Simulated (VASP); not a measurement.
# Zn3S5 (P-3m1) in VASP: notebook

Runs on Zn3S5. Level: PBE. Tasks: single point.

Everything below comes from runs of VASP 6.6.1. Logs are shortened: lines on timing, memory, paths and dates and some standing lists are left out, and cuts for length are marked.

## Step 1: The cell of the first run

The structure is trigonal, space group P-3m1 (No. 164). The conventional cell has a = 3.803 Å, b = 3.803 Å, c = 11.964 Å, α = 90.00°, β = 90.00°, γ = 120.00°. Zn (site symmetry 3m) has 6 S at 2.48 to 2.65 Å within 3.3 Å. Within 3.3 Å of Zn (site symmetry -3m) lie 6 S at 2.52 Å. S (site symmetry -3m) has 6 Zn at 2.65 Å and 6 S at 3.44 Å within 3.5 Å. Within 2.8 Å of S (site symmetry 3m) lie 1 S at 2.11 Å and 3 Zn at 2.48 Å. S (site symmetry 3m) has 1 S at 2.11 Å and 3 Zn at 2.52 Å within 2.8 Å.

## Step 2: Single point, PBE

INCAR

```
PREC     = Accurate       # precision mode
ENCUT    = 520            # plane-wave cutoff, eV
EDIFF    = 1E-6           # SCF threshold, eV
ISMEAR   = 0              # smearing method
SIGMA    = 0.1            # smearing width, eV
LREAL    = F              # projectors in reciprocal space
LASPH    = T              # aspherical terms in the spheres
NELM     = 100            # most SCF steps
ALGO     = Normal         # electronic algorithm
ISIF     = 2              # what is computed and relaxed
LWAVE    = F              # write WAVECAR
LCHARG   = F              # write CHGCAR
GGA      = PE             # functional
NBANDS   = 43             # bands
```

KPOINTS

```
regular mesh
0
Gamma
  12 12 4
```

POSCAR

```
Zn3S5
1.0
    3.8027091297      0.0000000000      0.0000000000
   -1.9013545649      3.2932427095      0.0000000000
    0.0000000000      0.0000000000     11.9641779246
Zn S
3 5
Direct
    0.6666666667      0.3333333333      0.8752936455
    0.3333333333      0.6666666667      0.1247063545
    0.0000000000      0.0000000000      0.5000000000
    0.0000000000      0.0000000000      0.0000000000
    0.6666666667      0.3333333333      0.2212938859
    0.6666666667      0.3333333333      0.3973698492
    0.3333333333      0.6666666667      0.7787061141
    0.3333333333      0.6666666667      0.6026301508
```

Potentials or basis: VASP PAW PBE potentials, release 64 (Zn, S).

Started as:

```bash
$ cat potpaw_PBE.64/Zn/POTCAR potpaw_PBE.64/S/POTCAR > POTCAR
$ mpirun -np 1 vasp_std > vasp.out
```

OUTCAR:

```text
PREC = Accurate
   ENCUT = 520
   EDIFF = 1E-6
   ISMEAR = 0
   LREAL = F
   LASPH = T
   NELM = 100
   ISIF = 2
   GGA = PE

 ion  position               nearest neighbor table
   1  0.667  0.333  0.875-   7 2.48   7 2.48   7 2.48   4 2.65   4 2.65   4 2.65
   2  0.333  0.667  0.125-   5 2.48   5 2.48   5 2.48   4 2.65   4 2.65   4 2.65
   3  0.000  0.000  0.500-   6 2.52   8 2.52   6 2.52   8 2.52   6 2.52   8 2.52
   4  0.000  0.000  0.000-   1 2.65   2 2.65   1 2.65   2 2.65   1 2.65   2 2.65
   5  0.667  0.333  0.221-   6 2.11   2 2.48   2 2.48   2 2.48
   6  0.667  0.333  0.397-   5 2.11   3 2.52   3 2.52   3 2.52
   7  0.333  0.667  0.779-   8 2.11   1 2.48   1 2.48   1 2.48
   8  0.333  0.667  0.603-   7 2.11   3 2.52   3 2.52   3 2.52

  LATTYP: Found a hexagonal cell.
 ALAT       =     3.8027091297
 C/A-ratio  =     3.1462248404

  Lattice vectors:

 A1 = (   3.8027091297,   0.0000000000,   0.0000000000)
 A2 = (  -1.9013545649,   3.2932427095,   0.0000000000)
 A3 = (   0.0000000000,   0.0000000000,  11.9641779246)

Analysis of symmetry for initial positions (statically):
=====================================================================
 Subroutine PRICEL returns:
 Original cell was already a primitive cell.

 Routine SETGRP: Setting up the symmetry group for a
 hexagonal supercell.

 Subroutine GETGRP returns: Found 12 space group operations
 (whereof 12 operations were pure point group operations)
 out of a pool of 24 trial point group operations.

The static configuration has the point symmetry D_3d.

Analysis of symmetry for dynamics (positions and initial velocities):
=====================================================================
 Subroutine PRICEL returns:
 Original cell was already a primitive cell.

 Routine SETGRP: Setting up the symmetry group for a
 hexagonal supercell.

 Subroutine GETGRP returns: Found 12 space group operations
 (whereof 12 operations were pure point group operations)
 out of a pool of 24 trial point group operations.

The dynamic configuration has the point symmetry D_3d.

 Subroutine INISYM returns: Found 12 space group operations
 (whereof 12 operations are pure point group operations),
 and found     1 'primitive' translations

----------------------------------------------------------------------------------------

                                     Primitive cell

  volume of cell :     149.8303

  direct lattice vectors                    reciprocal lattice vectors
     3.802709130  0.000000000  0.000000000     0.262970416  0.151826040  0.000000000
    -1.901354565  3.293242709  0.000000000     0.000000000  0.303652080  0.000000000
     0.000000000  0.000000000 11.964177925     0.000000000  0.000000000  0.083582843

  length of vectors
     3.802709130  3.802709130 11.964177925     0.303652080  0.303652080  0.083582843

  position of ions in fractional coordinates (direct lattice)
     0.666666667  0.333333333  0.875293646
     0.333333333  0.666666667  0.124706354
     0.000000000  0.000000000  0.500000000
     0.000000000  0.000000000  0.000000000
     0.666666667  0.333333333  0.221293886
     0.666666667  0.333333333  0.397369849
     0.333333333  0.666666667  0.778706114
     0.333333333  0.666666667  0.602630151

  ion indices of the primitive-cell ions
   primitive index   ion index
                 1           1
                 2           2
                 3           3
                 4           4
                 5           5
                 6           6
                 7           7
                 8           8

----------------------------------------------------------------------------------------

 KPOINTS: regular mesh

Automatic generation of k-mesh.
 Grid dimensions read from file:
 generate k-points for:   12   12    4

 Generating k-lattice:

  Cartesian coordinates                     Fractional coordinates (reciprocal lattice)
     0.021914201  0.012652170  0.000000000     0.083333333  0.000000000  0.000000000
     0.000000000  0.025304340  0.000000000     0.000000000  0.083333333  0.000000000
     0.000000000  0.000000000  0.020895711     0.000000000  0.000000000  0.250000000

  Length of vectors
     0.025304340  0.025304340  0.020895711

  Shift w.r.t. Gamma in fractional coordinates (k-lattice)
     0.000000000  0.000000000  0.000000000

 Subroutine IBZKPT returns following result:
 ===========================================

 Found     69 irreducible k-points:

 Following reciprocal coordinates:
            Coordinates               Weight
  0.000000  0.000000  0.000000      1.000000
  0.083333 -0.000000  0.000000      6.000000
  0.166667 -0.000000  0.000000      6.000000
  0.250000 -0.000000  0.000000      6.000000
  0.333333  0.000000  0.000000      6.000000
  0.416667  0.000000  0.000000      6.000000
[... 16 lines left out ...]
  0.166667 -0.000000  0.250000      6.000000
  0.000000  0.166667  0.250000      6.000000
 [... further k-points ...]
   k-points           NKPTS =     69   k-points in BZ     NKDIM =     69   number of bands    NBANDS=     43
   number of dos      NEDOS =    301   number of ions     NIONS =      8
   total plane-waves  NPLWV =  70560
   dimension x,y,z NGX =    28 NGY =   28 NGZ =   90
   dimension x,y,z NGXF=    56 NGYF=   56 NGZF=  180
   ions per type =               3   5
   NGX,Y,Z   is equivalent  to a cutoff of  12.24, 12.24, 12.51 a.u.
   NGXF,Y,Z  is equivalent  to a cutoff of  24.48, 24.48, 25.01 a.u.
 SYSTEM =  unknown system
   PREC   = accura    normal or accurate (medium, high low for compatibility)
   ISTART =      0    job   : 0-new  1-cont  2-samecut
   ICHARG =      2    charge: 1-file 2-atom 10-const
   ISPIN  =      1    spin polarized calculation?
   LNONCOLLINEAR =      F non collinear calculations
   LSORBIT =      F    spin-orbit coupling
   LASPH  =      T    aspherical Exc in radial PAW
   ENCUT  =  520.0 eV  38.22 Ry    6.18 a.u.   7.07  7.07 22.25*2*pi/ulx,y,z
   NELM   =    100;   NELMIN=  2; NELMDL= -5     # of ELM steps
   EDIFF  = 0.1E-05   stopping-criterion for ELM
   LREAL  =      F    real-space projection
   EDIFFG = 0.1E-04   stopping-criterion for IOM
   NSW    =      0    number of steps for IOM
   IBRION =     -1    ionic relax: 0-MD 1-quasi-New 2-CG
   NFREE  =      0    steps in history (QN), initial steepest desc. (CG)
   ISIF   =      2    stress and relaxation
   ISYM   =      2    0-nonsym 1-usesym 2-fastsym
   POTIM  = 0.5000    time-step for ionic-motion
   TEBEG  =    0.0;   TEEND  =   0.0 temperature during run
   PSTRESS=    0.0 pullay stress
   NELECT =      66.0000    total number of electrons
   NUPDOWN=      -1.0000    fix difference up-down
   EMIN   =  10.00;   EMAX   =-10.00  energy-range for DOS
   EFERMI =   0.00;   METHOD = LEGACY
   ISMEAR =     0;   SIGMA  =   0.10  broadening in eV -4-tet -1-fermi 0-gaus
   EFERMI_NEDOS =   21; number of points for ismear=-14 and -15
   IALGO  =     38    algorithm
   IMIX   =      4    mixing-type and parameters
     AMIX     =   0.40;   BMIX     =  1.00
     AMIX_MAG =   1.60;   BMIX_MAG =  1.00
  volume/ion in A,a.u.               =      18.73       126.39
  Fermi-wavevector in a.u.,A,eV,Ry     =   1.245631  2.353902 21.110769  1.551598
  Thomas-Fermi vector in A             =   2.379845
   LORBIT       =      0    0 simple, 1 ext, 2 COOP (PROOUT), +10 PAW based schemes
   GGA     = PE    functional components
   LHFCALC =     F    Hartree Fock is set to
   AEXX    =    0.0000 exact exchange contribution
   IVDW    =     0    specifies the selected vdW correction
   LEPSILON=     F    determine dielectric tensor
   LRPA    =     F    only Hartree local field effects (RPA)
 non-spin polarized calculation
 Gauss-broadening in eV      SIGMA  =   0.10
  energy-cutoff  :      520.00
  volume of cell :      149.83
 maximum number of plane-waves:      4059
   NGX = 15   NGY = 15   NGZ = 45

 number of electron      65.9999984 magnetization

 Free energy of the ion-electron system (eV)
  ---------------------------------------------------
  ext. energy  EPLUGINS =         0.00000000
  ---------------------------------------------------
  free energy    TOTEN  =       -26.55676475 eV

  energy without entropy =      -26.55623431  energy(sigma->0) =      -26.55649953

 E-fermi :   4.0490     XC(G=0):  -9.9931

 val. band max:        3.9566762268   @ k =   0.0000   0.0000   0.0000
 cond. band min:       4.3393396478   @ k =   0.0000   0.0000   0.2500
 fundamental gap:      0.3826634211
 Fermi energy:         4.0489551891

 k-point     1 :       0.0000    0.0000    0.0000
  band No.  band energies     occupation
      1     -11.6132      2.00000
      2     -11.2307      2.00000
      3      -9.4524      2.00000
      4      -8.1450      2.00000
      5      -7.7147      2.00000
      6      -3.4180      2.00000
[... 35 lines left out ...]
     42       9.0738      0.00000
     43       9.6364      0.00000

 k-point     2 :       0.0833   -0.0000    0.0000
  band No.  band energies     occupation
      1     -11.5765      2.00000
      2     -11.2064      2.00000
      3      -9.3939      2.00000
      4      -8.1214      2.00000
      5      -7.6940      2.00000
      6      -3.4283      2.00000
[... 35 lines left out ...]
     42       9.5858      0.00000
     43       9.6486      0.00000

 k-point     3 :       0.1667   -0.0000    0.0000
  band No.  band energies     occupation
      1     -11.4731      2.00000
      2     -11.1395      2.00000
      3      -9.2247      2.00000
      4      -8.0557      2.00000
      5      -7.6385      2.00000
      6      -3.4342      2.00000
[... 35 lines left out ...]
     42       9.8273      0.00000
     43      10.1518      0.00000

 k-point     4 :       0.2500   -0.0000    0.0000
  band No.  band energies     occupation
      1     -11.3226      2.00000
      2     -11.0476      2.00000
      3      -8.9657      2.00000
      4      -7.9628      2.00000
      5      -7.5688      2.00000
      6      -3.4222      2.00000
[... 863 lines left out ...]
     42       9.5308      0.00000
     43       9.7475      0.00000

 k-point    23 :       0.1667   -0.0000    0.2500
  band No.  band energies     occupation
      1     -11.4622      2.00000
      2     -11.1590      2.00000
      3      -9.1319      2.00000
      4      -8.3271      2.00000
      5      -7.4225      2.00000
      6      -3.5722      2.00000
[... 35 lines left out ...]
     42       9.7227      0.00000
     43      10.1149      0.00000

 k-point    24 :       0.0000    0.1667    0.2500
  band No.  band energies     occupation
      1     -11.4623      2.00000
      2     -11.1589      2.00000
      3      -9.1333      2.00000
      4      -8.3230      2.00000
      5      -7.4266      2.00000
      6      -3.5425      2.00000
[... 35 lines left out ...]
     42      10.0333      0.00000
     43      10.1790      0.00000

 [... further k-points ...]
[... 5 lines left out ...]
  --------------------------------------------------------------------------------------
  -------------------------------------------------------------------------------------
  Total        0.1286917      0.1286917     -0.3112382     -0.0000000     -0.0000000     -0.0000000
  in kB        1.3761366      1.3761366     -3.3281568     -0.0000000     -0.0000000     -0.0000000
  external PRESSURE =      -0.1919612 kB  Pullay stress =       0.0000000 kB

 VOLUME and BASIS-vectors are now :
 -----------------------------------------------------------------------------
  energy-cutoff  :      520.00
  volume of cell :      149.83
      direct lattice vectors                 reciprocal lattice vectors
     3.802709130  0.000000000  0.000000000     0.262970416  0.151826040  0.000000000
    -1.901354565  3.293242709  0.000000000     0.000000000  0.303652080  0.000000000
     0.000000000  0.000000000 11.964177925     0.000000000  0.000000000  0.083582843

 POSITION                                       TOTAL-FORCE (eV/Angst)
 -----------------------------------------------------------------------------------
      1.90135      1.09775     10.47217         0.000000     -0.000000      0.007259
     -0.00000      2.19550      1.49201        -0.000000      0.000000     -0.007259
      0.00000      0.00000      5.98209        -0.000000      0.000000     -0.000000
      0.00000      0.00000      0.00000        -0.000000      0.000000     -0.000000
      1.90135      1.09775      2.64760        -0.000000      0.000000      0.110086
      1.90135      1.09775      4.75420        -0.000000      0.000000     -0.110013
     -0.00000      2.19550      9.31658        -0.000000      0.000000     -0.110086
     -0.00000      2.19550      7.20997        -0.000000      0.000000      0.110013
 -----------------------------------------------------------------------------------
    total drift:                                0.000000     -0.000000      0.000000

  FREE ENERGIE OF THE ION-ELECTRON SYSTEM (eV)
  ---------------------------------------------------
  free  energy   TOTEN  =       -26.5567647486 eV

  energy  without entropy=      -26.5562343103  energy(sigma->0) =      -26.55649953
```

It took 7.4 min on 1 thread of Intel Xeon 6975P-C, shared host; peak memory 0.47 GiB.

Results:

| Item | Value |
| --- | --- |
| Free energy | -26.5568 eV |
| Pressure | 0.0 GPa |
| Largest force | 0.110 eV/Å |

Forces in eV/Å, atoms in the order of the input:
```
Zn   0.000  0.000  0.007
Zn   0.000  0.000 -0.007
Zn   0.000  0.000  0.000
S    0.000  0.000  0.000
S    0.000  0.000  0.110
S    0.000  0.000 -0.110
S    0.000  0.000 -0.110
S    0.000  0.000  0.110
```

Stress tensor (GPa, compression positive):
```
 0.14  0.00  0.00
 0.00  0.14  0.00
 0.00  0.00 -0.33
```

## Step 3: Single point, PBE

INCAR

```
PREC = Accurate
ENCUT = 520
EDIFF = 1E-6
ISMEAR = 0
SIGMA = 0.1
LREAL = False
LASPH = True
NELM = 100
ALGO = Normal
ISIF = 2
LWAVE = False
LCHARG = False
GGA = PE
NBANDS = 43
```

KPOINTS

```
Automatic mesh
0
Gamma
  12 12 4
```

POSCAR

```
Zn3S5
1.0
    3.8028383628      0.0000000000      0.0000000000
   -1.9014191814      3.2933546286      0.0000000000
    0.0000000000      0.0000000000     11.9644510146
Zn S
3 5
Direct
    0.6666666667      0.3333333333      0.8752516430
    0.3333333333      0.6666666667      0.1247483570
    0.0000000000      0.0000000000      0.5000000000
    0.0000000000      0.0000000000      0.0000000000
    0.6666666667      0.3333333333      0.2213147281
    0.6666666667      0.3333333333      0.3973819005
    0.3333333333      0.6666666667      0.7786852719
    0.3333333333      0.6666666667      0.6026180995
```

Potentials or basis: VASP PAW PBE potentials, release 64 (Zn, S).

Started as:

```bash
$ cat potpaw_PBE.64/Zn/POTCAR potpaw_PBE.64/S/POTCAR > POTCAR
$ mpirun -np 1 vasp_std > vasp.out
```

OUTCAR:

```text
PREC = Accurate
   ENCUT = 520
   EDIFF = 1E-6
   ISMEAR = 0
   LREAL = False
   LASPH = True
   NELM = 100
   ISIF = 2
   GGA = PE

 ion  position               nearest neighbor table
   1  0.667  0.333  0.875-   7 2.48   7 2.48   7 2.48   4 2.65   4 2.65   4 2.65
   2  0.333  0.667  0.125-   5 2.48   5 2.48   5 2.48   4 2.65   4 2.65   4 2.65
   3  0.000  0.000  0.500-   6 2.52   8 2.52   8 2.52   6 2.52   6 2.52   8 2.52
   4  0.000  0.000  0.000-   1 2.65   2 2.65   2 2.65   1 2.65   1 2.65   2 2.65
[... 1320 lines left out ...]
  Total        0.1231663      0.1231663     -0.3136037     -0.0000000      0.0000000      0.0000000
  in kB        1.3169322      1.3169322     -3.3531474     -0.0000000      0.0000000      0.0000000
  external PRESSURE =      -0.2397610 kB  Pullay stress =       0.0000000 kB

 VOLUME and BASIS-vectors are now :
 -----------------------------------------------------------------------------
  energy-cutoff  :      520.00
  volume of cell :      149.84
      direct lattice vectors                 reciprocal lattice vectors
     3.802838363  0.000000000  0.000000000     0.262961479  0.151820881  0.000000000
    -1.901419181  3.293354629  0.000000000     0.000000000  0.303641761  0.000000000
     0.000000000  0.000000000 11.964451015     0.000000000  0.000000000  0.083580935

 POSITION                                       TOTAL-FORCE (eV/Angst)
 -----------------------------------------------------------------------------------
      1.90142      1.09778     10.47191        -0.000000      0.000000      0.009742
     -0.00000      2.19557      1.49255         0.000000     -0.000000     -0.009742
      0.00000      0.00000      5.98223         0.000000      0.000000      0.000000
      0.00000      0.00000      0.00000         0.000000      0.000000      0.000000
      1.90142      1.09778      2.64791         0.000000      0.000000      0.108808
      1.90142      1.09778      4.75446         0.000000      0.000000     -0.109691
     -0.00000      2.19557      9.31654         0.000000      0.000000     -0.108808
     -0.00000      2.19557      7.20999         0.000000      0.000000      0.109691
 -----------------------------------------------------------------------------------
    total drift:                                0.000000     -0.000000      0.000000

  FREE ENERGIE OF THE ION-ELECTRON SYSTEM (eV)
  ---------------------------------------------------
  free  energy   TOTEN  =       -26.5567842200 eV

  energy  without entropy=      -26.5562539678  energy(sigma->0) =      -26.55651909
```

OSZICAR:

```text
N       E                     dE             d eps       ncg     rms          rms(c)
DAV:   1     0.534257836142E+03    0.53426E+03   -0.29527E+04  5934   0.175E+03
DAV:   2     0.470274674927E+02   -0.48723E+03   -0.46414E+03  5990   0.406E+02
DAV:   3    -0.243682961013E+02   -0.71396E+02   -0.68982E+02  6971   0.143E+02
DAV:   4    -0.277535115064E+02   -0.33852E+01   -0.33564E+01  7075   0.309E+01
DAV:   5    -0.278239617005E+02   -0.70450E-01   -0.70376E-01  7281   0.453E+00    0.178E+01
DAV:   6    -0.266047977054E+02    0.12192E+01   -0.25238E+00  8300   0.357E+01    0.119E+01
DAV:   7    -0.265999144165E+02    0.48833E-02   -0.24849E+00  6918   0.758E+00    0.294E+00
DAV:   8    -0.265679999784E+02    0.31914E-01   -0.14463E-01  7477   0.398E+00    0.984E-01
DAV:   9    -0.265565590398E+02    0.11441E-01   -0.59840E-02  7964   0.237E+00    0.213E-01
DAV:  10    -0.265565606706E+02   -0.16308E-05   -0.52789E-03  7856   0.130E+00    0.128E-01
DAV:  11    -0.265566748444E+02   -0.11417E-03   -0.78504E-04  8097   0.324E-01    0.781E-02
DAV:  12    -0.265567641701E+02   -0.89326E-04   -0.15476E-04  6526   0.723E-02    0.258E-02
DAV:  13    -0.265567819155E+02   -0.17745E-04   -0.24281E-05  7289   0.817E-02    0.701E-03
DAV:  14    -0.265567836841E+02   -0.17686E-05   -0.73006E-06  6993   0.144E-02    0.530E-03
DAV:  15    -0.265567842200E+02   -0.53589E-06   -0.64106E-07  4342   0.103E-02
   1 F= -.26556784E+02 E0= -.26556519E+02  d E =-.530252E-03
```

stdout:

```text
POSCAR found type information on POSCAR ZnS
 POSCAR found :  2 types and       8 ions
 scaLAPACK will be used
 LDA part: xc-table for (Slater+PW92), standard interpolation
 POSCAR, INCAR and KPOINTS ok, starting setup
 FFT: planning ... GRIDC
 FFT: planning ... GRID_SOFT
 FFT: planning ... GRID
 WAVECAR not read
 entering main loop
```

It took 8.2 min on 1 thread of Intel Xeon 6975P-C, shared host; peak memory 0.47 GiB.

Results:

- Free energy: -26.5568 eV
- Pressure: 0.0 GPa
- Largest force: 0.110 eV/Å

Forces in eV/Å, atoms in the order of the input:
```
Zn   0.000  0.000  0.010
Zn   0.000  0.000 -0.010
Zn   0.000  0.000  0.000
S    0.000  0.000  0.000
S    0.000  0.000  0.109
S    0.000  0.000 -0.110
S    0.000  0.000 -0.109
S    0.000  0.000  0.110
```

Stress tensor (GPa, compression positive):
```
 0.13  0.00  0.00
 0.00  0.13  0.00
 0.00  0.00 -0.34
```
